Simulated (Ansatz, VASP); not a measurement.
LiTa4O in VASP and in Ansatz

```
Li Ta O
1.0
     0.00000    3.61195    3.61195
     3.61195    0.00000    3.61195
     3.61195    3.61195    0.00000
Li Ta O
1 4 1
Cartesian
  0.0000 0.0000 0.0000
  2.7136 4.5103 4.5103
  2.7136 2.7136 2.7136
  4.5103 2.7136 4.5103
  4.5103 4.5103 2.7136
  5.4179 5.4179 5.4179
```

Change from the starting cell: species swapped into the CeYAl4 type (F-43m, No. 216).

Alike in both runs: task relaxation of cell and atoms; functional PBE; k mesh 4 × 4 × 4; occupations gaussian, width 0.1 eV; no spin polarisation.

```csv
,VASP,Ansatz
version,VASP 6.6.1,Ansatz 0.2.0
potentials or method,"VASP PAW PBE potentials, release 64 (Li_sv, Ta_pv, O), cutoff 600 eV","scalar-relativistic, plane waves, PAW"
valence electrons in the cell,53,61
```

VASP gave:

- gap on the k mesh at the Fermi level, each at its own relaxed structure (eV): none
- relaxed volume (Å³/atom): 19.11
- relaxed length of the cell vector where the two differ most in proportion (Å): 5.454

Question: What did Ansatz give for the same quantities?

Answer: gap on the k mesh at the Fermi level, each at its own relaxed structure (eV): none; relaxed volume (Å³/atom): 19.07; relaxed length of the cell vector where the two differ most in proportion (Å): 5.450.

A gap of «none» marks a metal or a gap that the smearing closes. VASP's potentials hold 53 valence electrons a cell and Ansatz's 61, so a difference there can come from the potentials and not from the codes.

The k mesh is coarse, so the values compare programs but aren't converged. Neither program's run includes spin-orbit coupling. Noted on VASP's run: the cutoff is under 1.25 times that of the potentials, so the pressure is a little rough; the volume moved by over 15 % at a fixed basis, so the end points are rough.
